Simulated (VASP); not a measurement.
# Ge16H (a cell with a defect) in VASP: a series of runs

Runs on Ge16H (a cell with a defect). Level: PBE+D3(BJ). Tasks: single point.

Everything below comes from runs of VASP 6.6.1. Logs are shortened: lines on timing, memory, paths and dates and some standing lists are left out, and cuts for length are marked.

### 1 The cell of the first run

The cell holds a defect, 17 atoms: a = 8.004 Å, b = 8.004 Å, c = 8.004 Å, α = 60.00°, β = 60.00°, γ = 60.00°.

### 2 Single point, PBE+D3(BJ)

Input file INCAR:

```
  ALGO = Normal
  EDIFF = 1E-7
  ENCUT = 520
  GGA = PE
  ISIF = 2
  ISMEAR = -1
  IVDW = 12
  LASPH = True
  LCHARG = False
  LREAL = Auto
  LWAVE = False
  NBANDS = 126
  NELM = 80
  PREC = Accurate
  SIGMA = 0.05
```

Input file KPOINTS:

```
k-points
0
Gamma
  2 2 2
```

Input file POSCAR:

```
Ge16H
1.0
    0.0000000000      5.6600000000      5.6600000000
    5.6600000000      0.0000000000      5.6600000000
    5.6600000000      5.6600000000      0.0000000000
Ge H
16 1
Direct
   -0.0344787986     -0.0664929329      0.0990901060
    0.1391519435      0.1263780919      0.0720494700
   -0.0173498233      0.0588162544      0.4385689046
    0.0782773852      0.1247084806      0.6302915194
    0.0046908127      0.4922173145     -0.0269699647
    0.1776325088      0.5251590106      0.1211130742
   -0.0349911661      0.4918816254      0.5276413428
    0.1038162544      0.6338339223      0.6108127208
    0.5177208481     -0.0105300353     -0.0194699647
    0.6277915194      0.1465901060      0.0919611307
    0.5182243816      0.0214045936      0.4949734982
    0.6261042403      0.1514752650      0.6159275618
    0.5322879859      0.5005742049      0.0220229682
    0.6465017668      0.6247526502      0.1473321555
    0.5129593640      0.5186307420      0.5123939929
    0.6082773852      0.6584010601      0.6628356890
    0.2402915194      0.2965989399      0.2260159011
```

Potentials or basis: VASP PAW PBE potentials, release 64 (Ge_d, H).

Run with:

```
> cat potpaw_PBE.64/Ge_d/POTCAR potpaw_PBE.64/H/POTCAR > POTCAR
> mpirun -np 1 vasp_std > vasp.out
```

OUTCAR:

```text
EDIFF = 1E-7
   ENCUT = 520
   GGA = PE
   ISIF = 2
   ISMEAR = -1
   IVDW = 12
   LASPH = True
   LREAL = Auto
   NELM = 80
   PREC = Accurate
 IVDW          = 12

 ion  position               nearest neighbor table
   1  0.966  0.934  0.099-  10 2.38   2 2.42   6 2.79
   2  0.139  0.126  0.072-   5 2.40   1 2.42   3 2.43   9 2.49
   3  0.983  0.059  0.439-  12 2.37   4 2.37   2 2.43   8 2.79
   4  0.078  0.125  0.630-   3 2.37   7 2.41  11 2.90
   5  0.005  0.492  0.973-   8 2.37   6 2.39  14 2.39   2 2.40
   6  0.178  0.525  0.121-  17 1.51   5 2.39  13 2.46   7 2.76   1 2.79
   7  0.965  0.492  0.528-  16 2.38   8 2.39   4 2.41   6 2.76
   8  0.104  0.634  0.611-   5 2.37   7 2.39  15 2.71   3 2.79
   9  0.518  0.989  0.981-  12 2.40  14 2.42  10 2.48   2 2.49
  10  0.628  0.147  0.092-  13 2.37   1 2.38   9 2.48  11 2.65
  11  0.518  0.021  0.495-  12 2.35  16 2.40  10 2.65   4 2.90
  12  0.626  0.151  0.616-  11 2.35   3 2.37   9 2.40  15 2.41
  13  0.532  0.501  0.022-  10 2.37  16 2.37  14 2.38   6 2.46
  14  0.647  0.625  0.147-  13 2.38  15 2.39   5 2.39   9 2.42
  15  0.513  0.519  0.512-  14 2.39  12 2.41  16 2.53   8 2.71
  16  0.608  0.658  0.663-  13 2.37   7 2.38  11 2.40  15 2.53
  17  0.240  0.297  0.226-   6 1.51

  LATTYP: Found a face centered cubic cell.
 ALAT       =    11.3200000000

  Lattice vectors:

 A1 = (   0.0000000000,   5.6600000000,   5.6600000000)
 A2 = (   5.6600000000,   0.0000000000,   5.6600000000)
 A3 = (   5.6600000000,   5.6600000000,   0.0000000000)

Analysis of symmetry for initial positions (statically):
=====================================================================
 Subroutine PRICEL returns:
 Original cell was already a primitive cell.

 Routine SETGRP: Setting up the symmetry group for a
 face centered cubic supercell.

 Subroutine GETGRP returns: Found  1 space group operations
 (whereof  1 operations were pure point group operations)
 out of a pool of 48 trial point group operations.

The static configuration has the point symmetry C_1 .

Analysis of symmetry for dynamics (positions and initial velocities):
=====================================================================
 Subroutine PRICEL returns:
 Original cell was already a primitive cell.

 Routine SETGRP: Setting up the symmetry group for a
 face centered cubic supercell.

 Subroutine GETGRP returns: Found  1 space group operations
 (whereof  1 operations were pure point group operations)
 out of a pool of 48 trial point group operations.

The dynamic configuration has the point symmetry C_1 .

 Subroutine INISYM returns: Found  1 space group operations
 (whereof  1 operations are pure point group operations),
 and found     1 'primitive' translations

----------------------------------------------------------------------------------------

                                     Primitive cell

  volume of cell :     362.6430

  direct lattice vectors                    reciprocal lattice vectors
     0.000000000  5.660000000  5.660000000    -0.088339223  0.088339223  0.088339223
     5.660000000  0.000000000  5.660000000     0.088339223 -0.088339223  0.088339223
     5.660000000  5.660000000  0.000000000     0.088339223  0.088339223 -0.088339223

  length of vectors
     8.004448763  8.004448763  8.004448763     0.153008022  0.153008022  0.153008022

  position of ions in fractional coordinates (direct lattice)
     0.965521201  0.933507067  0.099090106
     0.139151944  0.126378092  0.072049470
     0.982650177  0.058816254  0.438568905
     0.078277385  0.124708481  0.630291519
     0.004690813  0.492217315  0.973030035
     0.177632509  0.525159011  0.121113074
[... 9 lines left out ...]
     0.608277385  0.658401060  0.662835689
     0.240291519  0.296598940  0.226015901

  ion indices of the primitive-cell ions
   primitive index   ion index
                 1           1
                 2           2
                 3           3
                 4           4
                 5           5
                 6           6
[... 9 lines left out ...]
                16          16
                17          17

----------------------------------------------------------------------------------------

 KPOINTS: k-points

Automatic generation of k-mesh.
 Grid dimensions read from file:
 generate k-points for:    2    2    2

 Generating k-lattice:

  Cartesian coordinates                     Fractional coordinates (reciprocal lattice)
    -0.044169611  0.044169611  0.044169611     0.500000000  0.000000000  0.000000000
     0.044169611 -0.044169611  0.044169611     0.000000000  0.500000000  0.000000000
     0.044169611  0.044169611 -0.044169611     0.000000000  0.000000000  0.500000000

  Length of vectors
     0.076504011  0.076504011  0.076504011

  Shift w.r.t. Gamma in fractional coordinates (k-lattice)
     0.000000000  0.000000000  0.000000000

 Subroutine IBZKPT returns following result:
 ===========================================

 Found      8 irreducible k-points:

 Following reciprocal coordinates:
            Coordinates               Weight
  0.000000  0.000000  0.000000      1.000000
  0.500000  0.000000  0.000000      1.000000
  0.000000  0.500000  0.000000      1.000000
  0.000000  0.000000  0.500000      1.000000
  0.500000  0.500000  0.500000      1.000000
  0.500000  0.500000  0.000000      1.000000
  0.000000  0.500000  0.500000      1.000000
  0.500000  0.000000  0.500000      1.000000
   k-points           NKPTS =      8   k-points in BZ     NKDIM =      8   number of bands    NBANDS=    126
   number of dos      NEDOS =    301   number of ions     NIONS =     17
   total plane-waves  NPLWV = 216000
   dimension x,y,z NGX =    60 NGY =   60 NGZ =   60
   dimension x,y,z NGXF=   120 NGYF=  120 NGZF=  120
   ions per type =              16   1
   NGX,Y,Z   is equivalent  to a cutoff of  12.46, 12.46, 12.46 a.u.
   NGXF,Y,Z  is equivalent  to a cutoff of  24.92, 24.92, 24.92 a.u.
 SYSTEM =  unknown system
   PREC   = accura    normal or accurate (medium, high low for compatibility)
   ISTART =      0    job   : 0-new  1-cont  2-samecut
   ICHARG =      2    charge: 1-file 2-atom 10-const
   ISPIN  =      1    spin polarized calculation?
   LNONCOLLINEAR =      F non collinear calculations
   LSORBIT =      F    spin-orbit coupling
   LASPH  =      T    aspherical Exc in radial PAW
   ENCUT  =  520.0 eV  38.22 Ry    6.18 a.u.  14.88 14.88 14.88*2*pi/ulx,y,z
   NELM   =     80;   NELMIN=  2; NELMDL= -5     # of ELM steps
   EDIFF  = 0.1E-06   stopping-criterion for ELM
   LREAL  =      T    real-space projection
   EDIFFG = 0.1E-05   stopping-criterion for IOM
   NSW    =      0    number of steps for IOM
   IBRION =     -1    ionic relax: 0-MD 1-quasi-New 2-CG
   NFREE  =      0    steps in history (QN), initial steepest desc. (CG)
   ISIF   =      2    stress and relaxation
   ISYM   =      2    0-nonsym 1-usesym 2-fastsym
   POTIM  = 0.5000    time-step for ionic-motion
   TEBEG  =    0.0;   TEEND  =   0.0 temperature during run
   PSTRESS=    0.0 pullay stress
   NELECT =     225.0000    total number of electrons
   NUPDOWN=      -1.0000    fix difference up-down
   EMIN   =  10.00;   EMAX   =-10.00  energy-range for DOS
   EFERMI =   0.00;   METHOD = LEGACY
   ISMEAR =    -1;   SIGMA  =   0.05  broadening in eV -4-tet -1-fermi 0-gaus
   EFERMI_NEDOS =   21; number of points for ismear=-14 and -15
   IALGO  =     38    algorithm
   IMIX   =      4    mixing-type and parameters
     AMIX     =   0.40;   BMIX     =  1.00
     AMIX_MAG =   1.60;   BMIX_MAG =  1.00
  volume/ion in A,a.u.               =      21.33       143.96
  Fermi-wavevector in a.u.,A,eV,Ry     =   1.396291  2.638607 26.526303  1.949628
  Thomas-Fermi vector in A             =   2.519659
   LORBIT       =      0    0 simple, 1 ext, 2 COOP (PROOUT), +10 PAW based schemes
   GGA     = PE    functional components
   LHFCALC =     F    Hartree Fock is set to
   AEXX    =    0.0000 exact exchange contribution
   IVDW    =    12    specifies the selected vdW correction
   LEPSILON=     F    determine dielectric tensor
   LRPA    =     F    only Hartree local field effects (RPA)
 non-spin polarized calculation
  energy-cutoff  :      520.00
  volume of cell :      362.64
 maximum number of plane-waves:      9841
 NGX is ok and might be reduce to    60
   NGX = 29   NGY = 29   NGZ = 29

 number of electron     225.0000017 magnetization

 Free energy of the ion-electron system (eV)
  ---------------------------------------------------
  ext. energy  EPLUGINS =         0.00000000
  ---------------------------------------------------
  free energy    TOTEN  =       -69.35184325 eV

  energy without entropy =      -69.29010400  energy(sigma->0) =      -69.32097362

 E-fermi :   4.8452     XC(G=0): -10.0038

 val. band max:        4.8188298640   @ k =   0.0000   0.0000   0.0000
 cond. band min:       4.8456514199   @ k =   0.0000   0.0000   0.0000
 fundamental gap:      0.0268215560
 Fermi energy:         4.8451804281

 k-point     1 :       0.0000    0.0000    0.0000
  band No.  band energies     occupation
      1     -20.0726      2.00000
      2     -20.0442      2.00000
      3     -20.0199      2.00000
      4     -19.9916      2.00000
      5     -19.9893      2.00000
      6     -19.9735      2.00000
[... 116 lines left out ...]
    123       6.3597      0.00000
    124       7.3518      0.00000

 k-point     2 :       0.5000    0.0000    0.0000
  band No.  band energies     occupation
      1     -20.0729      2.00000
      2     -20.0478      2.00000
      3     -20.0226      2.00000
      4     -19.9950      2.00000
      5     -19.9907      2.00000
      6     -19.9763      2.00000
[... 116 lines left out ...]
    123       8.2775      0.00000
    124       8.4565      0.00000

 k-point     3 :       0.0000    0.5000    0.0000
  band No.  band energies     occupation
      1     -20.0776      2.00000
      2     -20.0451      2.00000
      3     -20.0271      2.00000
      4     -20.0030      2.00000
      5     -19.9912      2.00000
      6     -19.9793      2.00000
[... 116 lines left out ...]
    123       8.2981      0.00000
    124       8.3859      0.00000

 k-point     4 :       0.0000    0.0000    0.5000
  band No.  band energies     occupation
      1     -20.0737      2.00000
      2     -20.0468      2.00000
      3     -20.0271      2.00000
      4     -19.9948      2.00000
      5     -19.9919      2.00000
      6     -19.9740      2.00000
[... 116 lines left out ...]
    123       8.3771      0.00000
    124       8.4928      0.00000

 k-point     5 :       0.5000    0.5000    0.5000
  band No.  band energies     occupation
      1     -20.0781      2.00000
      2     -20.0428      2.00000
      3     -20.0215      2.00000
      4     -20.0016      2.00000
      5     -19.9907      2.00000
      6     -19.9782      2.00000
[... 116 lines left out ...]
    123       8.2301      0.00000
    124       8.4643      0.00000

 k-point     6 :       0.5000    0.5000    0.0000
  band No.  band energies     occupation
      1     -20.0778      2.00000
      2     -20.0437      2.00000
      3     -20.0270      2.00000
      4     -20.0024      2.00000
      5     -19.9913      2.00000
      6     -19.9779      2.00000
[... 116 lines left out ...]
    123       8.7319      0.00000
    124       8.8314      0.00000

 k-point     7 :       0.0000    0.5000    0.5000
  band No.  band energies     occupation
      1     -20.0779      2.00000
      2     -20.0448      2.00000
      3     -20.0238      2.00000
      4     -20.0038      2.00000
      5     -19.9919      2.00000
      6     -19.9794      2.00000
[... 116 lines left out ...]
    123       8.6513      0.00000
    124       8.7718      0.00000

 k-point     8 :       0.5000    0.0000    0.5000
  band No.  band energies     occupation
      1     -20.0739      2.00000
      2     -20.0498      2.00000
      3     -20.0273      2.00000
      4     -19.9967      2.00000
      5     -19.9925      2.00000
      6     -19.9770      2.00000
[... 116 lines left out ...]
    123       8.7242      0.00000
    124       8.8177      0.00000
 [bands above 124 left out]

------------------------ aborting loop because EDIFF is reached ----------------------------------------

 Edisp (eV)   -5.02142

 E8    (eV) :    -2.2296

  FORCE on cell =-STRESS in cart. coord.  units (eV):
  Direction    XX          YY          ZZ          XY          YZ          ZX
  --------------------------------------------------------------------------------------
  -------------------------------------------------------------------------------------
  Total      11.80917    12.66042     9.04442    -0.32304     0.33927     4.00253
  in kB      52.17359    55.93444    39.95878    -1.42719     1.49890    17.68341
  external pressure =       49.36 kB  Pullay stress =        0.00 kB

 VOLUME and BASIS-vectors are now :
 -----------------------------------------------------------------------------
  energy-cutoff  :      520.00
  volume of cell :      362.64
      direct lattice vectors                 reciprocal lattice vectors
     0.000000000  5.660000000  5.660000000    -0.088339223  0.088339223  0.088339223
     5.660000000  0.000000000  5.660000000     0.088339223 -0.088339223  0.088339223
     5.660000000  5.660000000  0.000000000     0.088339223  0.088339223 -0.088339223

 POSITION                                       TOTAL-FORCE (eV/Angst)
 -----------------------------------------------------------------------------------
      5.84450      6.02570     10.74850        -1.188953     -0.047902      0.236227
      1.12310      1.19540      1.50290        -0.311950      0.277229     -0.089623
      2.81520      8.04410      5.89470        -0.856754      1.221561     -0.766019
      4.27330      4.01050      1.14890         0.116809      1.758682      0.456933
      8.29330      5.53390      2.81250         0.028326     -0.377667      0.355080
      3.65790      1.69090      3.97780         1.534061     -0.050661      0.669353
[... 9 lines left out ...]
      7.47820      7.19450      7.16940        -0.689717     -0.759697     -0.148875
      2.95800      2.63930      3.03880        -0.781961      1.025643     -0.895079
 -----------------------------------------------------------------------------------
    total drift:                                0.001273      0.001301     -0.003418

  FREE ENERGIE OF THE ION-ELECTRON SYSTEM (eV)
  ---------------------------------------------------
  free  energy   TOTEN  =       -74.3732591253 eV

  energy  without entropy=      -74.3115198712  energy(sigma->0) =      -74.34238950
```

Run time: 33 min. Hardware: 1 thread of Oxide Virtual Turin-like, shared host; peak memory 0.57 GiB.

What came out:

```
Free energy                : -74.3733 eV
Pressure                   : 4.9 GPa
Largest force              : 2.050 eV/Å
Band gap on the k mesh     : zero (an odd number of electrons rules out a gap without spin polarisation)
Dispersion energy per atom : -0.295 eV
```

Forces on the atoms (eV/Å):
```
Ge  -1.189 -0.048  0.236
Ge  -0.312  0.277 -0.090
Ge  -0.857  1.222 -0.766
Ge   0.117  1.759  0.457
Ge   0.028 -0.378  0.355
Ge   1.534 -0.051  0.669
Ge  -0.620 -0.115  0.735
Ge  -0.038 -0.229  1.848
Ge   0.807 -0.036  0.122
Ge   0.084  0.396 -0.872
Ge  -0.088 -1.848 -0.882
Ge   0.295 -0.153  0.201
Ge   0.291 -0.685 -0.295
Ge   0.065  0.048  0.199
Ge   1.354 -0.425 -0.873
Ge  -0.690 -0.760 -0.149
H   -0.782  1.026 -0.895
```

Caveat: the k points lie up to 0.48 Å⁻¹ apart, too coarse for converged energies and pressures of a metal; an odd number of electrons without spin polarisation forces a metal; a magnetic or distorted state may lie lower.

### 3 Single point, PBE+D3(BJ)

Input file INCAR:

```
PREC = Accurate
ENCUT = 520
EDIFF = 1E-7
ISMEAR = -1
SIGMA = 0.05
LREAL = Auto
LASPH = T
NELM = 100
ALGO = Normal
ISIF = 2
LWAVE = F
LCHARG = T
GGA = PE
IVDW = 12
LELF = T
LVHAR = T
NBANDS = 126
```

Input file KPOINTS:

```
regular mesh
0
Gamma
  2 2 2
```

Input file POSCAR:

```
Ge16H
1.0
    0.0000000000      5.6600000000      5.6600000000
    5.6600000000      0.0000000000      5.6600000000
    5.6600000000      5.6600000000      0.0000000000
Ge H
16 1
Direct
   -0.0461660777     -0.0840459364      0.1228091873
    0.1572438163      0.1217314488      0.0528798587
   -0.0153621908      0.0465812721      0.4196378092
    0.0848409894      0.1158657244      0.6386749117
    0.0061660777      0.4915371025     -0.0415901060
    0.1837367491      0.5354151943      0.1237544170
   -0.0315106007      0.4837720848      0.5147084806
    0.1155742049      0.6488427562      0.5864929329
    0.5240194346     -0.0143727915     -0.0229240283
    0.6100176678      0.1418904594      0.0971908127
    0.5036925795      0.0285689046      0.4851590106
    0.6287279152      0.1645406360      0.6158657244
    0.5267314488      0.5093992933      0.0378798587
    0.6655830389      0.6154946996      0.1547703180
    0.4936307420      0.5275353357      0.5444434629
    0.5984010601      0.6650441696      0.6718109541
    0.3311660777      0.2956183746      0.1566254417
```

Potentials or basis: VASP PAW PBE potentials, release 64 (Ge_d, H).

Run with:

```
> cat potpaw_PBE.64/Ge_d/POTCAR potpaw_PBE.64/H/POTCAR > POTCAR
> mpirun -np 1 vasp_std > vasp.out
```

Run time: 28 min. Hardware: 1 thread of Oxide Virtual Turin-like, shared host; peak memory 0.58 GiB.

The run converged. Its results:

| Item | Value |
| --- | --- |
| Free energy | -74.5953 eV |
| Pressure | 2.9 GPa |
| Largest force | 1.743 eV/Å |
| Band gap on the k mesh | zero (an odd number of electrons rules out a gap without spin polarisation) |
| Dispersion energy per atom | -0.292 eV |

Forces in eV/Å, atoms in the order of the input:
```
Ge  -0.823 -0.191  0.530
Ge  -0.196 -0.538 -0.473
Ge   0.245  1.678 -0.405
Ge  -0.513  0.868  0.129
Ge  -0.288  0.443  1.196
Ge   0.936 -0.729 -0.934
Ge   0.202  0.151  0.717
Ge   0.000 -0.419  0.305
Ge  -0.543  0.244 -0.323
Ge   1.097  0.597  0.544
Ge   1.050 -0.633 -0.370
Ge  -0.859 -0.715 -0.472
Ge  -0.704 -0.062  0.091
Ge   1.424  0.112 -0.269
Ge  -0.278 -1.185 -0.084
Ge  -0.478  0.225  0.601
H   -0.270  0.154 -0.783
```

Stress tensor (GPa, compression positive):
```
 2.66 -1.73  0.75
-1.73  3.15  0.29
 0.75  0.29  3.03
```

Levels at points of the mesh, in eV from the Fermi level:
```tsv
k point	band 108	band 109	band 110	band 111	band 112	band 113	band 114	band 115	band 116	band 117
(0.00, 0.00, 0.00)	-1.00	-0.87	-0.77	-0.61	-0.28	-0.12	0.05	0.14	0.20	0.26
(0.50, 0.00, 0.00)	-1.47	-1.05	-0.94	-0.76	-0.29	0.03	0.41	0.83	0.99	1.12
(0.00, 0.50, 0.00)	-1.68	-1.01	-0.70	-0.67	-0.38	0.12	0.36	0.64	0.91	0.99
(0.00, 0.00, 0.50)	-1.76	-1.70	-0.92	-0.80	-0.53	-0.09	0.35	0.58	0.87	1.26
(0.50, 0.50, 0.50)	-1.72	-1.25	-0.99	-0.75	-0.34	0.01	0.41	0.46	0.94	1.05
(0.50, 0.50, 0.00)	-1.62	-1.44	-1.24	-1.20	-0.81	-0.20	0.82	1.43	1.50	1.72
(0.00, 0.50, 0.50)	-1.64	-1.36	-1.21	-0.82	-0.67	0.27	0.78	1.05	1.39	1.74
(0.50, 0.00, 0.50)	-1.68	-1.62	-1.08	-0.87	-0.59	0.41	0.70	1.18	1.42	1.58
```

Caveat: the k points lie up to 0.48 Å⁻¹ apart, too coarse for converged energies and pressures of a metal; an odd number of electrons without spin polarisation forces a metal; a magnetic or distorted state may lie lower.

The gap in the log of VASP goes by the Fermi energy; the results here count the filled bands.